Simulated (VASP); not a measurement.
# MgS (P6_3mc) in VASP: single point with r2SCAN

Aim: the single point of MgS with r2SCAN.

Program: VASP 6.6.1. These are calculated values, not measurements. Logs are shortened: lines on timing, memory, paths and dates and some standing lists are left out, and cuts for length are marked.

**1. The cell of the first run**

Symmetry: P6_3mc, No. 186, hexagonal system. The conventional cell has a = 4.035 Å, b = 4.035 Å, c = 6.432 Å, α = 90.00°, β = 90.00°, γ = 120.00°. Within 3.2 Å of Mg (site symmetry 3m) lie 4 S at 2.45 to 2.47 Å. S (site symmetry 3m) has 4 Mg at 2.45 to 2.47 Å within 3.2 Å.

**2. Single point, r2SCAN**

Contents of POSCAR:

```
MgS
1.0
    4.0346224090     -0.0000000029      0.0000000000
   -2.0173112020      3.4940855023      0.0000000000
    0.0000000000      0.0000000000     12.8645883600
Mg S
4 4
Direct
    0.6666666667      0.3333333333      0.2478774253
    0.3333333333      0.6666666667      0.4978774253
    0.6666666667      0.3333333333      0.7478774253
    0.3333333333      0.6666666667      0.9978774253
    0.3333333333      0.6666666667      0.1896220751
    0.6666666667      0.3333333333      0.4396220751
    0.3333333333      0.6666666667      0.6896220751
    0.6666666667      0.3333333333      0.9396220751
```

Contents of INCAR.step1:

```
ALGO = Normal
EDIFF = 1E-5
ENCUT = 660
GGA = PE
GGA_COMPAT = F
ISMEAR = 0
LASPH = T
LCHARG = F
LREAL = F
LWAVE = T
NBANDS = 26
NELM = 120
PREC = Accurate
SIGMA = 0.01
```

Contents of INCAR.step2:

```
ALGO = Normal
EDIFF = 1E-6
ENCUT = 660
GGA_COMPAT = F
ISIF = 2
ISMEAR = 0
ISTART = 1
LASPH = T
LCHARG = F
LMIXTAU = T
LREAL = F
LWAVE = F
METAGGA = R2SCAN
NBANDS = 26
NELM = 120
PREC = Accurate
SIGMA = 0.01
```

Contents of KPOINTS:

```
k-points
0
Gamma
  4 4 1
```

Potentials or basis: VASP PAW PBE potentials, release 64 (Mg, S).

Command:

```sh
$ cat potpaw_PBE.64/Mg/POTCAR potpaw_PBE.64/S/POTCAR > POTCAR
$ cp INCAR.step1 INCAR
$ mpirun -np 1 vasp_std > vasp.out
$ cp INCAR.step2 INCAR
$ mpirun -np 1 vasp_std > vasp.out
```

OUTCAR:

```text
EDIFF = 1E-6
   ENCUT = 660
   ISIF = 2
   ISMEAR = 0
   ISTART = 1
   LASPH = T
   LREAL = F
   METAGGA = R2SCAN
   NELM = 120
   PREC = Accurate

 ion  position               nearest neighbor table
   1  0.667  0.333  0.248-   5 2.45   5 2.45   5 2.45   6 2.47
   2  0.333  0.667  0.498-   6 2.45   6 2.45   6 2.45   7 2.47
   3  0.667  0.333  0.748-   7 2.45   7 2.45   7 2.45   8 2.47
   4  0.333  0.667  0.998-   8 2.45   8 2.45   8 2.45   5 2.47
   5  0.333  0.667  0.190-   1 2.45   1 2.45   1 2.45   4 2.47
   6  0.667  0.333  0.440-   2 2.45   2 2.45   2 2.45   1 2.47
   7  0.333  0.667  0.690-   3 2.45   3 2.45   3 2.45   2 2.47
   8  0.667  0.333  0.940-   4 2.45   4 2.45   4 2.45   3 2.47
[... 7 lines left out ...]
 A1 = (   4.0346224090,  -0.0000000029,   0.0000000000)
 A2 = (  -2.0173112020,   3.4940855023,   0.0000000000)
 A3 = (   0.0000000000,   0.0000000000,  12.8645883600)

Analysis of symmetry for initial positions (statically):
=====================================================================
 Subroutine PRICEL returns following result:

  LATTYP: Found a hexagonal cell.
 ALAT       =     4.0346224090
 C/A-ratio  =     1.5942741421

  Lattice vectors:

 A1 = (   4.0346224090,  -0.0000000029,   0.0000000000)
 A2 = (  -2.0173112020,   3.4940855023,   0.0000000000)
 A3 = (   0.0000000000,   0.0000000000,   6.4322941800)

   2 primitive cells build up your supercell.

 Routine SETGRP: Setting up the symmetry group for a
 hexagonal supercell.

 Subroutine GETGRP returns: Found 12 space group operations
 (whereof  6 operations were pure point group operations)
 out of a pool of 24 trial point group operations.

The static configuration has the point symmetry C_3v.
 The point group associated with its full space group is C_6v.

Analysis of symmetry for dynamics (positions and initial velocities):
=====================================================================
 Subroutine PRICEL returns following result:

  LATTYP: Found a hexagonal cell.
 ALAT       =     4.0346224090
 C/A-ratio  =     1.5942741421

  Lattice vectors:

 A1 = (   4.0346224090,  -0.0000000029,   0.0000000000)
 A2 = (  -2.0173112020,   3.4940855023,   0.0000000000)
 A3 = (   0.0000000000,   0.0000000000,   6.4322941800)

   2 primitive cells build up your supercell.

 Routine SETGRP: Setting up the symmetry group for a
 hexagonal supercell.

[... 91 lines left out ...]
   NSW    =      0    number of steps for IOM
   IBRION =     -1    ionic relax: 0-MD 1-quasi-New 2-CG
   NFREE  =      0    steps in history (QN), initial steepest desc. (CG)
   ISIF   =      2    stress and relaxation
   ISYM   =      2    0-nonsym 1-usesym 2-fastsym
   POTIM  = 0.5000    time-step for ionic-motion
   TEBEG  =    0.0;   TEEND  =   0.0 temperature during run
   PSTRESS=    0.0 pullay stress
   NELECT =      32.0000    total number of electrons
   NUPDOWN=      -1.0000    fix difference up-down
   EMIN   =  10.00;   EMAX   =-10.00  energy-range for DOS
   EFERMI =   0.00;   METHOD = LEGACY
   ISMEAR =     0;   SIGMA  =   0.01  broadening in eV -4-tet -1-fermi 0-gaus
   EFERMI_NEDOS =   21; number of points for ismear=-14 and -15
   IALGO  =     38    algorithm
   IMIX   =      4    mixing-type and parameters
     AMIX     =   0.40;   BMIX     =  1.00
     AMIX_MAG =   1.60;   BMIX_MAG =  1.00
  volume/ion in A,a.u.               =      22.67       152.98
  Fermi-wavevector in a.u.,A,eV,Ry     =   0.918221  1.735187 11.471486  0.843130
  Thomas-Fermi vector in A             =   2.043279
   LORBIT       =      0    0 simple, 1 ext, 2 COOP (PROOUT), +10 PAW based schemes
   METAGGA = R2SCAN    functional components
   LHFCALC =     F    Hartree Fock is set to
   AEXX    =    0.0000 exact exchange contribution
   IVDW    =     0    specifies the selected vdW correction
   LEPSILON=     F    determine dielectric tensor
   LRPA    =     F    only Hartree local field effects (RPA)
 non-spin polarized calculation
 Gauss-broadening in eV      SIGMA  =   0.01
  energy-cutoff  :      660.00
  volume of cell :      181.36
 maximum number of plane-waves:      7007
 NGX is ok and might be reduce to    36
   NGX = 17   NGY = 17   NGZ = 53

 number of electron      31.9999999 magnetization

 Free energy of the ion-electron system (eV)
  ---------------------------------------------------
  ext. energy  EPLUGINS =         0.00000000
  ---------------------------------------------------
  free energy    TOTEN  =       -61.85190956 eV

  energy without entropy =      -61.85190956  energy(sigma->0) =      -61.85190956

 E-fermi :   0.9819     XC(G=0):  -8.7705

 val. band max:        0.9130470631   @ k =   0.0000   0.0000   0.0000
 cond. band min:       5.0142688860   @ k =   0.0000   0.0000   0.0000
 fundamental gap:      4.1012218229
 Fermi energy:         0.9819456861

 k-point     1 :       0.0000    0.0000    0.0000
  band No.  band energies     occupation
      1     -10.9748      2.00000
      2     -10.6309      2.00000
      3     -10.6309      2.00000
      4     -10.2276      2.00000
      5      -2.3373      2.00000
      6      -0.9909      2.00000
[... 105 lines left out ...]
     25       9.0349      0.00000
     26       9.5864      0.00000

------------------------ aborting loop because EDIFF is reached ----------------------------------------

  FORCE on cell =-STRESS in cart. coord.  units (eV):
  Direction    XX          YY          ZZ          XY          YZ          ZX
  --------------------------------------------------------------------------------------
  -------------------------------------------------------------------------------------
  Total       -0.1566603     -0.1566603     -0.4445378      0.0000000      0.0000000      0.0000000
  in kB       -1.3840033     -1.3840033     -3.9272358      0.0000000      0.0000000      0.0000000
  external PRESSURE =      -2.2317475 kB  Pullay stress =       0.0000000 kB

 VOLUME and BASIS-vectors are now :
 -----------------------------------------------------------------------------
  energy-cutoff  :      660.00
  volume of cell :      181.36
      direct lattice vectors                 reciprocal lattice vectors
     4.034622409 -0.000000003  0.000000000     0.247854669  0.143098959  0.000000000
    -2.017311202  3.494085502  0.000000000     0.000000000  0.286197919  0.000000000
     0.000000000  0.000000000 12.864588360     0.000000000  0.000000000  0.077732763

 POSITION                                       TOTAL-FORCE (eV/Angst)
 -----------------------------------------------------------------------------------
      2.01731      1.16470      3.18884         0.000000     -0.000000      0.053915
      0.00000      2.32939      6.40499        -0.000000      0.000000      0.053915
      2.01731      1.16470      9.62114         0.000000     -0.000000      0.053915
      0.00000      2.32939     12.83728        -0.000000     -0.000000      0.053915
      0.00000      2.32939      2.43941         0.000000      0.000000     -0.053915
      2.01731      1.16470      5.65556        -0.000000     -0.000000     -0.053915
      0.00000      2.32939      8.87170         0.000000      0.000000     -0.053915
      2.01731      1.16470     12.08785        -0.000000      0.000000     -0.053915
 -----------------------------------------------------------------------------------
    total drift:                               -0.000000      0.000000     -0.016900

  FREE ENERGIE OF THE ION-ELECTRON SYSTEM (eV)
  ---------------------------------------------------
  free  energy   TOTEN  =       -61.8519095628 eV

  energy  without entropy=      -61.8519095628  energy(sigma->0) =      -61.85190956
```

OUTCAR.step1:

```text
EDIFF = 1E-5
   ENCUT = 660
   GGA = PE
   ISMEAR = 0
[... 355 lines left out ...]
      0.00000      2.32939      2.43941        -0.000000     -0.000000     -0.047268
      2.01731      1.16470      5.65556         0.000000      0.000000     -0.047268
      0.00000      2.32939      8.87170         0.000000      0.000000     -0.047268
      2.01731      1.16470     12.08785         0.000000      0.000000     -0.047268
 -----------------------------------------------------------------------------------
    total drift:                               -0.000000      0.000000     -0.000165

  FREE ENERGIE OF THE ION-ELECTRON SYSTEM (eV)
  ---------------------------------------------------
  free  energy   TOTEN  =       -33.9258680903 eV

  energy  without entropy=      -33.9258680903  energy(sigma->0) =      -33.92586809
```

OSZICAR.step1:

```text
N       E                     dE             d eps       ncg     rms          rms(c)
DAV:   1     0.162579813713E+03    0.16258E+03   -0.13989E+04   208   0.122E+03
DAV:   2    -0.185521853070E+02   -0.18113E+03   -0.16944E+03   280   0.183E+02
DAV:   3    -0.356805432372E+02   -0.17128E+02   -0.17020E+02   270   0.579E+01
DAV:   4    -0.359662597181E+02   -0.28572E+00   -0.28540E+00   272   0.912E+00
DAV:   5    -0.359719357376E+02   -0.56760E-02   -0.56749E-02   280   0.133E+00    0.811E+00
DAV:   6    -0.340300641756E+02    0.19419E+01   -0.37939E+00   218   0.696E+00    0.641E+00
DAV:   7    -0.338896411786E+02    0.14042E+00   -0.74148E-01   262   0.317E+00    0.478E+00
DAV:   8    -0.339283128323E+02   -0.38672E-01   -0.70141E-02   232   0.158E+00    0.238E+00
DAV:   9    -0.339239841818E+02    0.43287E-02   -0.74724E-03   262   0.464E-01    0.389E-01
DAV:  10    -0.339257830979E+02   -0.17989E-02   -0.33390E-03   244   0.241E-01    0.122E-01
DAV:  11    -0.339258461061E+02   -0.63008E-04   -0.27911E-04   260   0.708E-02    0.380E-02
DAV:  12    -0.339258633017E+02   -0.17196E-04   -0.29042E-05   232   0.238E-02    0.289E-02
DAV:  13    -0.339258680903E+02   -0.47886E-05   -0.60151E-06   202   0.104E-02
   1 F= -.33925868E+02 E0= -.33925868E+02  d E =-.177889E-33
```

Wall time 6.6 min (1 thread of AMD EPYC, shared host); peak memory 0.35 GiB.

Results:

```yaml
Free_energy: -61.8519 eV
Pressure: -0.2 GPa
Largest_force: 0.054 eV/Å
Band_gap_on_the_k_mesh: 4.10 eV
```

Forces in eV/Å, atoms in the order of the input:
```
Mg   0.000  0.000  0.054
Mg   0.000  0.000  0.054
Mg   0.000  0.000  0.054
Mg   0.000  0.000  0.054
S    0.000  0.000 -0.054
S    0.000  0.000 -0.054
S    0.000  0.000 -0.054
S    0.000  0.000 -0.054
```

Levels at points of the mesh, in eV from the valence-band top:
```tsv
k point	band 13	band 14	band 15	band 16	band 17	band 18	band 19	band 20
(0.00, 0.00, 0.00)	-0.39	-0.17	-0.17	0.00	4.10	5.34	5.57	5.57
(0.50, 0.00, 0.00)	-0.92	-0.82	-0.82	-0.49	5.16	5.16	5.24	5.69
```

Caveat: the k points lie up to 0.49 Å⁻¹ apart; the PAW data sets were made with another functional, which shifts forces and pressure a little.
